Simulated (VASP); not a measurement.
# InTe4 (P4/mmm) in VASP: a series of runs

InTe4 is run at these levels: PBE; tasks: relaxation of cell and atoms, single point.

Everything below comes from runs of VASP 6.6.1. Logs are shortened: lines on timing, memory, paths and dates and some standing lists are left out, and cuts for length are marked.

## Step 1: The cell of the first run

Symmetry: P4/mmm, No. 123, tetragonal system. Conventional cell: a = 4.382 Å, b = 4.382 Å, c = 8.853 Å, α = 90.00°, β = 90.00°, γ = 90.00°. In (site symmetry 4/mmm) has 10 Te at 3.25 to 4.38 Å and 4 In at 4.38 Å within 4.4 Å. Within 3.3 Å of Te (site symmetry 4mm) lie 5 Te at 2.35 to 3.10 Å and 1 In at 3.25 Å. Within 3.5 Å of Te (site symmetry 4mm) lie 5 Te at 2.66 to 3.10 Å.

The cell was generated, and may not be a known phase.

## Step 2: Relaxation of cell and atoms, PBE

INCAR reads:

```
SYSTEM = InTe4
  PREC = Accurate
  ENCUT = 600
  EDIFF = 1E-6
  ISMEAR = 0
  SIGMA = 0.1
  LREAL = .False.
  LASPH = .True.
  NELM = 80
  ALGO = Normal
  ISIF = 3
  LWAVE = .False.
  LCHARG = .False.
  GGA = PE
  IBRION = 2
  NSW = 90
  EDIFFG = -0.04
```

KPOINTS reads:

```
regular mesh
0
Gamma
  4 4 2
  0 0 0
```

POSCAR reads:

```
InTe4
1.0
    4.3819805500      0.0000000000      0.0000000000
    0.0000000000      4.3819805500      0.0000000000
    0.0000000000      0.0000000000      8.8531901500
In Te
1 4
Direct
    0.5000000000      0.5000000000      0.5000000000
    0.5000000000      0.5000000000      0.8671892100
    0.5000000000      0.5000000000      0.1328107900
    0.0000000000      0.0000000000      0.1503115300
    0.0000000000      0.0000000000      0.8496884700
```

Potentials or basis: VASP PAW PBE potentials, release 64 (In_d, Te).

Run with:

```bash
> cat potpaw_PBE.64/In_d/POTCAR potpaw_PBE.64/Te/POTCAR > POTCAR
> mpirun -np 1 vasp_std > vasp.out
```

OUTCAR:

```text
SYSTEM = InTe4
   PREC = Accurate
   ENCUT = 600
   EDIFF = 1E-6
   ISMEAR = 0
   LREAL = .False.
   LASPH = .True.
   NELM = 80
   ISIF = 3
   GGA = PE
   IBRION = 2
   NSW = 90
   EDIFFG = -0.04

 ion  position               nearest neighbor table
   1  0.500  0.500  0.500-   2 3.25   3 3.25
   2  0.500  0.500  0.867-   3 2.35   5 3.10   5 3.10   5 3.10   5 3.10   1 3.25
   3  0.500  0.500  0.133-   2 2.35   4 3.10   4 3.10   4 3.10   4 3.10   1 3.25
   4  0.000  0.000  0.150-   5 2.66   3 3.10   3 3.10   3 3.10   3 3.10
   5  0.000  0.000  0.850-   4 2.66   2 3.10   2 3.10   2 3.10   2 3.10

  LATTYP: Found a simple tetragonal cell.
 ALAT       =     4.3819805500
 C/A-ratio  =     2.0203627216

  Lattice vectors:

 A1 = (   4.3819805500,   0.0000000000,   0.0000000000)
 A2 = (   0.0000000000,   4.3819805500,   0.0000000000)
 A3 = (   0.0000000000,   0.0000000000,   8.8531901500)

Analysis of symmetry for initial positions (statically):
=====================================================================
 Subroutine PRICEL returns:
 Original cell was already a primitive cell.

 Routine SETGRP: Setting up the symmetry group for a
 simple tetragonal supercell.

 Subroutine GETGRP returns: Found 16 space group operations
 (whereof 16 operations were pure point group operations)
 out of a pool of 16 trial point group operations.

The static configuration has the point symmetry D_4h.

Analysis of symmetry for dynamics (positions and initial velocities):
=====================================================================
 Subroutine PRICEL returns:
 Original cell was already a primitive cell.

 Routine SETGRP: Setting up the symmetry group for a
 simple tetragonal supercell.

 Subroutine GETGRP returns: Found 16 space group operations
 (whereof 16 operations were pure point group operations)
 out of a pool of 16 trial point group operations.

The dynamic configuration has the point symmetry D_4h.

 Subroutine INISYM returns: Found 16 space group operations
 (whereof 16 operations are pure point group operations),
 and found     1 'primitive' translations

----------------------------------------------------------------------------------------

                                     Primitive cell

  volume of cell :     169.9968

  direct lattice vectors                    reciprocal lattice vectors
     4.381980550  0.000000000  0.000000000     0.228207311  0.000000000  0.000000000
     0.000000000  4.381980550  0.000000000     0.000000000  0.228207311  0.000000000
     0.000000000  0.000000000  8.853190150     0.000000000  0.000000000  0.112953634

  length of vectors
     4.381980550  4.381980550  8.853190150     0.228207311  0.228207311  0.112953634

  position of ions in fractional coordinates (direct lattice)
     0.500000000  0.500000000  0.500000000
     0.500000000  0.500000000  0.867189210
     0.500000000  0.500000000  0.132810790
     0.000000000  0.000000000  0.150311530
     0.000000000  0.000000000  0.849688470

  ion indices of the primitive-cell ions
   primitive index   ion index
                 1           1
                 2           2
                 3           3
                 4           4
                 5           5

----------------------------------------------------------------------------------------

 KPOINTS: regular mesh

Automatic generation of k-mesh.
 Grid dimensions read from file:
 generate k-points for:    4    4    2

 Generating k-lattice:

  Cartesian coordinates                     Fractional coordinates (reciprocal lattice)
     0.057051828  0.000000000  0.000000000     0.250000000  0.000000000  0.000000000
     0.000000000  0.057051828  0.000000000     0.000000000  0.250000000  0.000000000
     0.000000000  0.000000000  0.056476817     0.000000000  0.000000000  0.500000000

  Length of vectors
     0.057051828  0.057051828  0.056476817

  Shift w.r.t. Gamma in fractional coordinates (k-lattice)
     0.000000000  0.000000000  0.000000000

 Subroutine IBZKPT returns following result:
 ===========================================

 Found     12 irreducible k-points:

 Following reciprocal coordinates:
            Coordinates               Weight
  0.000000  0.000000  0.000000      1.000000
  0.250000  0.000000  0.000000      4.000000
  0.500000  0.000000  0.000000      2.000000
  0.250000  0.250000  0.000000      4.000000
  0.500000  0.250000  0.000000      4.000000
  0.500000  0.500000  0.000000      1.000000
  0.000000  0.000000  0.500000      1.000000
  0.250000  0.000000  0.500000      4.000000
  0.500000  0.000000  0.500000      2.000000
  0.250000  0.250000  0.500000      4.000000
  0.500000  0.250000  0.500000      4.000000
  0.500000  0.500000  0.500000      1.000000
   k-points           NKPTS =     12   k-points in BZ     NKDIM =     12   number of bands    NBANDS=     22
   number of dos      NEDOS =    301   number of ions     NIONS =      5
   total plane-waves  NPLWV =  93312
[... 73 lines left out ...]

 k-point     1 :       0.0000    0.0000    0.0000
  band No.  band energies     occupation
      1      -9.3178      2.00000
      2      -8.7078      2.00000
      3      -8.6810      2.00000
      4      -8.6630      2.00000
      5      -8.6563      2.00000
      6      -8.6563      2.00000
[... 14 lines left out ...]
     21       8.8108      0.00000
     22       8.8108      0.00000
[... 373 lines left out ...]
 POSITION                                       TOTAL-FORCE (eV/Angst)
 -----------------------------------------------------------------------------------
      2.28010      2.28010      4.94448         0.000000      0.000000      0.000000
      2.28010      2.28010      8.32898        -0.000000     -0.000000     -0.112577
      2.28010      2.28010      1.55998         0.000000      0.000000      0.112577
      0.00000      0.00000      1.54765         0.000000      0.000000      0.289493
      0.00000      4.56019      8.34132         0.000000     -0.000000     -0.289493
 -----------------------------------------------------------------------------------
    total drift:                                0.000000      0.000000      0.000000

  FREE ENERGIE OF THE ION-ELECTRON SYSTEM (eV)
  ---------------------------------------------------
  free  energy   TOTEN  =       -14.2024089919 eV

  energy  without entropy=      -14.1750093293  energy(sigma->0) =      -14.18870916

[... ionic steps 4 to 22 ...]

--------------------------------------- Ionic step       23  -------------------------------------------

 number of electron      36.9999996 magnetization

------------------------ aborting loop because EDIFF is reached ----------------------------------------

  FORCE on cell =-STRESS in cart. coord.  units (eV):
  Direction    XX          YY          ZZ          XY          YZ          ZX
  --------------------------------------------------------------------------------------
  -------------------------------------------------------------------------------------
  Total        0.0589053      0.0589053     -0.0987391      0.0000000      0.0000000      0.0000000
  in kB        0.5172555      0.5172555     -0.8670414      0.0000000      0.0000000      0.0000000
  external PRESSURE =       0.0558232 kB  Pullay stress =       0.0000000 kB

 VOLUME and BASIS-vectors are now :
 -----------------------------------------------------------------------------
  energy-cutoff  :      600.00
  volume of cell :      182.46
      direct lattice vectors                 reciprocal lattice vectors
     4.401852619 -0.000000000 -0.000000000     0.227177074  0.000000000  0.000000000
     0.000000000  4.401852619 -0.000000000     0.000000000  0.227177074 -0.000000000
    -0.000000000  0.000000000  9.416487738     0.000000000  0.000000000  0.106196708
[... 40 lines left out ...]
 POSITION                                       TOTAL-FORCE (eV/Angst)
 -----------------------------------------------------------------------------------
      2.20099      2.20099      4.68694        -0.000000     -0.000000      0.000000
      2.20099      2.20099      7.68990        -0.000000      0.000000      0.042699
      2.20099      2.20099      1.68397         0.000000     -0.000000     -0.042699
     -0.00000      0.00000      2.09618         0.000000     -0.000000     -0.007715
     -0.00000      0.00000      7.27769        -0.000000      0.000000      0.007715
 -----------------------------------------------------------------------------------
    total drift:                                0.000000      0.000000      0.000000

  FREE ENERGIE OF THE ION-ELECTRON SYSTEM (eV)
  ---------------------------------------------------
  free  energy   TOTEN  =       -14.9217140372 eV

  energy  without entropy=      -14.9180637723  energy(sigma->0) =      -14.91988890

--------------------------------------- Ionic step       25  -------------------------------------------

 number of electron      36.9999995 magnetization

 Free energy of the ion-electron system (eV)
  ---------------------------------------------------
  ext. energy  EPLUGINS =         0.00000000
  ---------------------------------------------------
  free energy    TOTEN  =       -14.92211015 eV

  energy without entropy =      -14.91843887  energy(sigma->0) =      -14.92027451

 E-fermi :   5.2578     XC(G=0):  -8.6876

 val. band max:        4.9948478636   @ k =   0.2500   0.2500   0.0000
 cond. band min:       5.2586286120   @ k =   0.5000   0.5000   0.0000
 fundamental gap:      0.2637807484
 Fermi energy:         5.2578170908

 k-point     1 :       0.0000    0.0000    0.0000
  band No.  band energies     occupation
      1      -9.7561      2.00000
      2      -9.7302      2.00000
      3      -9.7257      2.00000
      4      -9.6524      2.00000
      5      -9.6524      2.00000
      6      -7.9676      2.00000
[... 14 lines left out ...]
     21       7.4487      0.00000
     22       7.4487      0.00000
[... 295 lines left out ...]
 POSITION                                       TOTAL-FORCE (eV/Angst)
 -----------------------------------------------------------------------------------
      2.20269      2.20269      4.69856         0.000000     -0.000000      0.000000
      2.20269      2.20269      7.71485         0.000000     -0.000000     -0.007857
      2.20269      2.20269      1.68227        -0.000000      0.000000      0.007857
     -0.00000      0.00000      2.10047         0.000000     -0.000000     -0.018822
     -0.00000      0.00000      7.29665        -0.000000      0.000000      0.018822
 -----------------------------------------------------------------------------------
    total drift:                                0.000000      0.000000      0.000000

  FREE ENERGIE OF THE ION-ELECTRON SYSTEM (eV)
  ---------------------------------------------------
  free  energy   TOTEN  =       -14.9221101534 eV

  energy  without entropy=      -14.9184388667  energy(sigma->0) =      -14.92027451

 reached required accuracy - stopping structural energy minimisation
```

Wall time 38 min (1 thread of Intel Xeon 8259CL, shared host); peak memory 0.34 GiB.

Results:

```
Free energy                           : -14.9221 eV
Relaxed volume                        : 36.47 Å³/atom
Relaxed cell                          : a = 4.405 Å, b = 4.405 Å, c = 9.397 Å, α = 90.00°, β = 90.00°, γ = 90.00°
Space group after relaxing (to 0.1 Å) : P4/mmm (No. 123)
Energy gained by relaxing             : 645.4 meV/atom
Ionic steps                           : 25
Pressure after relaxing               : -0.1 GPa
Largest force after relaxing          : 0.019 eV/Å
```

Forces on the atoms (eV/Å):
```
In   0.000  0.000  0.000
Te   0.000  0.000 -0.008
Te   0.000  0.000  0.008
Te   0.000  0.000 -0.019
Te   0.000  0.000  0.019
```

Step by step:
```csv
step,energy change (eV),largest force (eV/Å),pressure (GPa),volume (Å³)
1,0.0000,7.5117,12.38,170.00
2,-1.9605,0.4696,-4.06,241.84
3,-2.5073,0.2895,-1.46,205.64
4,-2.5247,0.2883,-1.15,203.49
5,-2.5351,0.5549,0.00,197.23
6,-2.5396,0.4065,-0.43,199.37
7,-2.5393,0.4457,-0.31,198.75
8,-2.5879,0.4038,-0.22,196.88
9,-2.6539,0.6642,0.21,191.59
10,-2.6823,0.5869,0.14,191.00
11,-2.7231,0.4161,0.05,189.23
12,-2.7250,0.4299,0.05,188.86
13,-2.7503,0.4890,-0.06,188.97
14,-2.8377,0.6606,-0.41,189.24
15,-2.9292,0.5586,-0.75,189.65
16,-2.9513,0.6204,-0.47,188.00
17,-2.9748,0.7486,0.29,184.44
18,-3.0175,0.6914,0.33,183.94
19,-3.1257,0.4264,0.44,182.47
20,-3.1966,0.1239,0.97,179.56
21,-3.1970,0.2024,-0.87,186.84
22,-3.2213,0.1554,-0.05,183.13
23,-3.2249,0.1078,0.01,182.46
24,-3.2266,0.0427,0.09,181.64
25,-3.2270,0.0188,-0.06,182.37
```

Final structure:
```cif
data_structure
_symmetry_space_group_name_H-M 'P 1'
_symmetry_Int_Tables_number 1
_cell_length_a 4.4054
_cell_length_b 4.4054
_cell_length_c 9.3971
_cell_angle_alpha 90.000
_cell_angle_beta 90.000
_cell_angle_gamma 90.000
_cell_volume 182.37
loop_
_atom_site_label
_atom_site_type_symbol
_atom_site_fract_x
_atom_site_fract_y
_atom_site_fract_z
_atom_site_occupancy
In1 In 0.50000 0.50000 0.50000 1
Te1 Te 0.50000 0.50000 0.82098 1
Te2 Te 0.50000 0.50000 0.17902 1
Te3 Te 0.00000 0.00000 0.22352 1
Te4 Te 0.00000 0.00000 0.77648 1
```

Levels at points of the mesh, in eV from the Fermi level:
| k point | band 15 | band 16 | band 17 | band 18 | band 19 | band 20 | band 21 | band 22 |
| --- | --- | --- | --- | --- | --- | --- | --- | --- |
| (0.00, 0.00, 0.00) | -3.21 | -2.34 | -1.16 | 0.45 | 1.70 | 1.70 | 2.19 | 2.19 |
| (0.50, 0.00, 0.00) | -1.84 | -1.79 | -1.77 | -1.75 | -1.61 | -1.23 | -1.13 | -0.74 |
| (0.50, 0.50, 0.00) | -2.11 | -1.82 | -1.29 | -0.85 | 0.00 | 0.00 | 2.91 | 2.91 |
| (0.00, 0.00, 0.50) | -3.74 | -0.95 | -0.73 | 0.54 | 1.79 | 1.79 | 2.13 | 2.13 |
| (0.50, 0.00, 0.50) | -1.84 | -1.75 | -1.63 | -1.47 | -1.41 | -1.38 | -1.27 | 0.68 |
| (0.50, 0.50, 0.50) | -3.80 | -1.82 | -1.28 | 0.32 | 0.32 | 0.99 | 1.93 | 1.93 |

Caveat: the highest band is partly filled, so the run has too few bands; spin-orbit coupling is left out, which moves the levels of the heavy elements.

## Step 3: Single point, PBE

This run uses another cell than the first one, of 40.04 Å³/atom.

INCAR reads:

```
PREC = Accurate
ENCUT = 520
EDIFF = 1E-6
ISMEAR = 0
SIGMA = 0.1
LREAL = False
LASPH = True
NELM = 60
ALGO = Normal
ISIF = 2
LWAVE = False
LCHARG = False
GGA = PE
NBANDS = 26
```

KPOINTS reads:

```
Automatic mesh
0
Gamma
  8 8 4
```

POSCAR reads:

```
InTe4
1.0
    4.2394757341      0.0000000000      0.0000000000
    0.0000000000      4.2394757341      0.0000000000
    0.0000000000      0.0000000000     11.1400855673
In Te
1 4
Direct
    0.5000000000      0.5000000000      0.5000000000
    0.5000000000      0.5000000000      0.8006903545
    0.5000000000      0.5000000000      0.1993096455
    0.0000000000      0.0000000000      0.2615138438
    0.0000000000      0.0000000000      0.7384861562
```

Potentials or basis: VASP PAW PBE potentials, release 64 (In_d, Te).

Run with:

```bash
> cat potpaw_PBE.64/In_d/POTCAR potpaw_PBE.64/Te/POTCAR > POTCAR
> mpirun -np 1 vasp_std > vasp.out
```

Run time: 6.6 min. Hardware: 1 thread of Intel Xeon 8259CL, shared host; peak memory 0.4 GiB.

It converged, with:

```
Free energy            : -14.7566 eV
Pressure               : 0.0 GPa
Largest force          : 0.004 eV/Å
Band gap on the k mesh : zero (an odd number of electrons rules out a gap without spin polarisation)
```

Forces on the atoms (eV/Å):
```
In   0.000  0.000  0.000
Te   0.000  0.000 -0.002
Te   0.000  0.000  0.002
Te   0.000  0.000 -0.004
Te   0.000  0.000  0.004
```

Levels at points of the mesh, in eV from the Fermi level:
| k point | band 16 | band 17 | band 18 | band 19 | band 20 | band 21 |
| --- | --- | --- | --- | --- | --- | --- |
| (0.00, 0.00, 0.00) | -2.02 | -0.36 | 0.15 | 2.21 | 2.21 | 2.52 |
| (0.50, 0.00, 0.00) | -1.41 | -1.39 | -1.33 | -0.86 | -0.27 | -0.23 |
| (0.50, 0.50, 0.00) | -1.71 | -1.32 | -0.80 | 0.12 | 0.12 | 2.31 |
| (0.00, 0.00, 0.50) | -1.48 | -0.33 | -0.03 | 2.30 | 2.30 | 2.43 |
| (0.50, 0.00, 0.50) | -1.40 | -1.38 | -1.36 | -0.81 | -0.38 | -0.16 |
| (0.50, 0.50, 0.50) | -1.62 | -1.42 | -0.21 | 0.18 | 0.18 | 1.96 |

Caveat: spin-orbit coupling is left out, which moves the levels of the heavy elements; this functional lacks dispersion, which binds layers or chains, so the pressure and a relaxed spacing across them are unreliable; an odd number of electrons without spin polarisation forces a metal; a magnetic or distorted state may lie lower.

## Step 4: Single point, PBE

This run uses another cell than the first one, of 40.77 Å³/atom.

Edit INCAR of step 3 so:

```diff
@@ -2,3 +2,3 @@
 ENCUT = 520
-EDIFF = 1E-6
+EDIFF = 1E-7
 ISMEAR = 0
```

KPOINTS reads:

```
Automatic mesh
0
Gamma
  10 10 4
```

POSCAR reads:

```
InTe4
1.0
    4.2391504603      0.0000000000      0.0000000000
    0.0000000000      4.2391504603      0.0000000000
    0.0000000000      0.0000000000     11.3442656548
In Te
1 4
Direct
    0.5000000000      0.5000000000      0.5000000000
    0.5000000000      0.5000000000      0.7954559431
    0.5000000000      0.5000000000      0.2045440569
    0.0000000000      0.0000000000      0.2643384790
    0.0000000000      0.0000000000      0.7356615210
```

Run with:

```bash
> cat potpaw_PBE.64/In_d/POTCAR potpaw_PBE.64/Te/POTCAR > POTCAR
> mpirun -np 1 vasp_std > vasp.out
```

Run time: 11 min. Hardware: 1 thread of Intel Xeon 8259CL, shared host; peak memory 0.47 GiB.

It converged, with:

- Free energy: -14.8003 eV
- Pressure: 0.0 GPa
- Largest force: 0.003 eV/Å
- Band gap on the k mesh: zero (an odd number of electrons rules out a gap without spin polarisation)

Forces on the atoms (eV/Å):
```
In   0.000  0.000  0.000
Te   0.000  0.000 -0.003
Te   0.000  0.000  0.003
Te   0.000  0.000 -0.003
Te   0.000  0.000  0.003
```

Levels at points of the mesh, in eV from the Fermi level:
```csv
k point,band 16,band 17,band 18,band 19,band 20,band 21
"(0.00, 0.00, 0.00)",-1.96,-0.27,0.16,2.28,2.28,2.56
"(0.50, 0.00, 0.00)",-1.38,-1.38,-1.32,-0.82,-0.24,-0.21
"(0.50, 0.50, 0.00)",-1.65,-1.29,-0.70,0.17,0.17,2.35
"(0.00, 0.00, 0.50)",-1.53,-0.22,-0.01,2.35,2.35,2.49
"(0.50, 0.00, 0.50)",-1.38,-1.35,-1.35,-0.79,-0.35,-0.14
"(0.50, 0.50, 0.50)",-1.59,-1.37,-0.24,0.22,0.22,2.07
```

Caveat: spin-orbit coupling is left out, which moves the levels of the heavy elements; this functional lacks dispersion, which binds layers or chains, so the pressure and a relaxed spacing across them are unreliable; an odd number of electrons without spin polarisation forces a metal; a magnetic or distorted state may lie lower.

## Step 5: Overview

```tsv
task	cell	k mesh	cutoff (eV)	gap on the mesh (eV)	pressure (GPa)
relaxation of cell and atoms	relaxed from a = 4.382, b = 4.382, c = 8.853 Å, 5 atoms, atomic positions A	4 × 4 × 2	600	-	-0.1
single point	a = 4.239, b = 4.239, c = 11.140 Å, 5 atoms, atomic positions B	8 × 8 × 4	520	none	0.0
single point	a = 4.239, b = 4.239, c = 11.344 Å, 5 atoms, atomic positions C	10 × 10 × 4	520	none	0.0
```

Alike in all rows: level PBE; potentials or basis VASP PAW PBE potentials, release 64 (In_d, Te); no spin polarisation; smearing gaussian 0.1 eV.

Caveats: spin-orbit coupling is left out, which moves the levels of the heavy elements; this functional lacks dispersion, which binds layers or chains, so the pressure and a relaxed spacing across them are unreliable (at least some runs); an odd number of electrons without spin polarisation forces a metal (at least some runs); a magnetic or distorted state may lie lower (at least some runs); the highest band is partly filled, so the run has too few bands (at least some runs).

Total energies depend on the potentials used, so only differences within one code and one set of settings carry meaning.

The gap in the log of VASP goes by the Fermi energy; the results here count the filled bands.